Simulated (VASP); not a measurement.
Wanted: the native input for a VASP 6.6.1 run.

* Task: single point
* Functional: BLYP
* Dispersion: D4
* Potentials or basis: VASP PAW PBE potentials, release 64 (Fe, O)
* Cutoff: 520 eV
* k mesh: 11 × 11 × 11
* Occupations: fermi-dirac, width 0.05 eV
* Spin: collinear spin, ferromagnetic start
* Starting moments: [3.0, 0.0] μB
* Dipole correction: no
* Further INCAR settings: ALGO = Normal; EDIFF = 1e-06; NBANDS = 18

The structure of FeO (Wuestite) lies in POSCAR:

```
FeO
1.0
    0.0000000000      2.1475081173      2.1475081173
    2.1475081173      0.0000000000      2.1475081173
    2.1475081173      2.1475081173      0.0000000000
Fe O
1 1
Direct
    0.0000000000      0.0000000000      0.0000000000
    0.5000000000      0.5000000000      0.5000000000
```

One way to write it, as run:

INCAR

```
SYSTEM = FeO
  PREC = Accurate
  ENCUT = 520
  EDIFF = 1E-6
  ISMEAR = -1
  SIGMA = 0.05
  LREAL = .FALSE.
  LASPH = .TRUE.
  NELM = 150
  ALGO = Normal
  ISIF = 2
  LWAVE = .FALSE.
  LCHARG = .FALSE.
  ISPIN = 2
  MAGMOM = 3 0
  LORBIT = 11
  LMAXMIX = 4
  GGA = B5
  ALDAX = 1.0
  AGGAX = 1.0
  AGGAC = 1.0
  ALDAC = 0.0
  IVDW = 13
  VDW_S6 = 1.0
  VDW_S8 = 2.34076671
  VDW_A1 = 0.44488865
  VDW_A2 = 4.0933009
  NBANDS = 18
```

KPOINTS

```
Automatic mesh
0
G
  11 11 11
  0 0 0
```

Potentials or basis: VASP PAW PBE potentials, release 64 (Fe, O).

Launch:

```sh
$ cat potpaw_PBE.64/Fe/POTCAR potpaw_PBE.64/O/POTCAR > POTCAR
$ mpirun -np 1 vasp_std > vasp.out
```

Results of the run:

The pressure is 0.3 GPa and the band gap on the k mesh is zero (filled and empty bands overlap). The net moment is 4.00 μB per cell. The site moments are Fe +3.59; O +0.32 μB. The valence electrons inside the program's atomic spheres are Fe 6.77; O 5.02 and the dispersion energy per atom is -0.650 eV.

Caveat: the PAW data sets were made with another functional, which shifts forces and pressure a little; a cell with one magnetic atom can't hold antiferromagnetic order, which such compounds often take; semilocal functionals often make such compounds metallic where correlation or magnetic order opens a gap, which also shifts bond lengths; pairwise dispersion overbinds metals, which lowers pressure and volume.

Run time: 20 s on 1 thread of Intel(R) Xeon(R) 6975P-C (Granite Rapids), with other jobs on the host, peak memory 0.16 GiB.
